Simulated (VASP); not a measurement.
A run of VASP 6.6.1 is set up as follows.

File INCAR:

```
SYSTEM = ZrN
PREC = Accurate
ENCUT = 600
EDIFF = 1E-6
ISMEAR = 0
SIGMA = 0.1
LREAL = .False.
LASPH = .True.
NELM = 120
ALGO = Normal
ISIF = 2
LWAVE = .False.
LCHARG = .False.
GGA = PS
NBANDS = 16
GGA_COMPAT = .False.
```

KPOINTS

```
regular mesh
0
Gamma
  8 8 8
  0 0 0
```

File POSCAR:

```
ZrN
1.0
    0.0000000000      2.2942655869      2.2942655869
    2.2942655869      0.0000000000      2.2942655869
    2.2942655869      2.2942655869      0.0000000000
Zr N
1 1
Direct
    0.5000000000      0.5000000000      0.5000000000
    0.0000000000      0.0000000000      0.0000000000
```

Potentials or basis: VASP PAW PBE potentials, release 64 (Zr_sv, N).

Command:

```sh
$ cat potpaw_PBE.64/Zr_sv/POTCAR potpaw_PBE.64/N/POTCAR > POTCAR
$ mpirun -np 1 vasp_std > vasp.out
```

Question: Predict the pressure.

Answer: -5.6 GPa.

Caveat: the PAW data sets were made with another functional, which shifts forces and pressure a little.
